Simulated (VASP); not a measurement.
ZnSe:

```
Zn Se
1.0
     4.15139    0.00000    0.00000
    -2.07569    3.59521    0.00000
     0.00000    0.00000    6.40136
Zn Se
2 2
Direct
  0.33333 0.66667 0.25000
  0.66667 0.33333 0.75000
  0.66667 0.33333 0.25000
  0.33333 0.66667 0.75000
```

This cell differs from its parent crystal: uniaxial z strain +3.7%.

Base run:

```yaml
Program: VASP 6.6.1
Functional: PBE
Potentials_or_basis: VASP PAW PBE potentials, release 64 (Zn, Se)
Cutoff: 520 eV
k_mesh: 12 × 12 × 4
Occupations: fermi-dirac, width 0.02 eV
Spin: no spin polarisation
```

Its results: band gap on the k mesh 0.56 eV; pressure 1.2 GPa.

The run is repeated on the same cell with these changes: functional from PBE to r2SCAN; occupations from fermi-dirac, width 0.02 eV to gaussian, width 0.01 eV. What comes out?

Band gap on the k mesh 1.08 eV; pressure -0.9 GPa.

Caveats: semilocal functionals underestimate gaps, and a narrow one can read as zero (at least some runs); the PAW data sets were made with another functional, which shifts forces and pressure a little (at least some runs).

A k mesh can miss the band edges.
